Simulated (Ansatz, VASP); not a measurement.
**Two plane-wave programs on Ge**

```
Ge
1.0
    -1.70526    1.70526    1.70526
     1.70526   -1.70526    1.70526
     1.70526    1.70526   -1.70526
Ge
1
Cartesian
  0.0000 0.0000 0.0000
```

Alike in both runs: functional RPBE; k mesh 13 × 13 × 13; occupations fermi-dirac, width 0.1 eV; no spin polarisation.

Ansatz relaxed the structure, and its values are those at the end. VASP's run is a single point on that final structure, the one shown.

|  | VASP | Ansatz |
| --- | --- | --- |
| version | VASP 6.6.1 | Ansatz 0.2.0 |
| potentials or method | VASP PAW PBE potentials, release 64 (Ge_d), cutoff 520 eV | plane waves (420 eV) with PAW, scalar-relativistic |
| valence electrons in the cell | 14 | 14 |

|  | VASP | Ansatz | Ansatz less VASP |
| --- | --- | --- | --- |
| pressure (GPa) | -0.1 | 0.0 | +0.08 |

VASP's potentials were made for PBE, not for RPBE. The functional is the same, so the differences come from potentials, cutoffs and numerics.
